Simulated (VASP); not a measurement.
Write the native input for VASP 6.6.1 that does the following.

| Property | Result |
| --- | --- |
| Task | single point |
| Functional | r2SCAN |
| Potentials or basis | VASP PAW PBE potentials, release 64 (Au) |
| Cutoff | 520 eV |
| k mesh | 20 × 20 × 20 |
| Occupations | gaussian, width 0.15 eV |
| Spin | no spin polarisation |
| Dipole correction | no |
| Further INCAR settings | ALGO = Normal; EDIFF = 1e-06; NBANDS = 12 |

Au:

```xyz
1
Lattice="0.0000 2.0966 2.0455 2.0966 0.0000 2.0455 2.0966 2.0966 0.0000" Properties=species:S:1:pos:R:3 pbc="T T T"
Au    0.0000    0.0000    0.0000
```

This cell differs from its parent crystal: strain +0.025 along x and y, +0.000 along z.

These files were run (other wordings do the same):

POSCAR

```
Au
1.0
    0.0000000000      2.0966375000      2.0455000000
    2.0966375000      0.0000000000      2.0455000000
    2.0966375000      2.0966375000      0.0000000000
Au
1
Direct
    0.0000000000      0.0000000000      0.0000000000
```

INCAR.step1

```
SYSTEM = Au
  PREC = Accurate
  ENCUT = 520
  ISMEAR = 0
  SIGMA = 0.15
  LREAL = .False.
  LASPH = .True.
  NELM = 60
  NBANDS = 12
  GGA = PE
  ALGO = Normal
  EDIFF = 1E-4
  LWAVE = .True.
  LCHARG = .False.
```

INCAR.step2

```
SYSTEM = Au
  PREC = Accurate
  ENCUT = 520
  EDIFF = 1E-6
  ISMEAR = 0
  SIGMA = 0.15
  LREAL = .False.
  LASPH = .True.
  NELM = 60
  ALGO = Normal
  ISIF = 2
  LWAVE = .False.
  LCHARG = .False.
  METAGGA = R2SCAN
  LMIXTAU = .True.
  NBANDS = 12
  ISTART = 1
```

KPOINTS

```
regular mesh
0
Gamma
  20 20 20
  0 0 0
```

Potentials or basis: VASP PAW PBE potentials, release 64 (Au).

Launch:

```bash
$ cat potpaw_PBE.64/Au/POTCAR > POTCAR
$ cp INCAR.step1 INCAR
$ mpirun -np 1 vasp_std > vasp.out
$ cp INCAR.step2 INCAR
$ mpirun -np 1 vasp_std > vasp.out
```

Results of the run:

```yaml
Pressure: -3.3 GPa
Band_gap_on_the_k_mesh: zero (an odd number of electrons rules out a gap without spin polarisation)
```

Caveat: the cell differs from its parent crystal (strain +0.025 along x and y, +0.000 along z); the cell stands under tension; the PAW data sets were made with another functional, which shifts forces and pressure a little; spin-orbit coupling is left out, which moves the levels of the heavy elements.

Wall time 2.3 min on 1 thread of Intel(R) Xeon(R) 6975P-C (Granite Rapids), with other jobs on the host, peak memory 0.26 GiB.
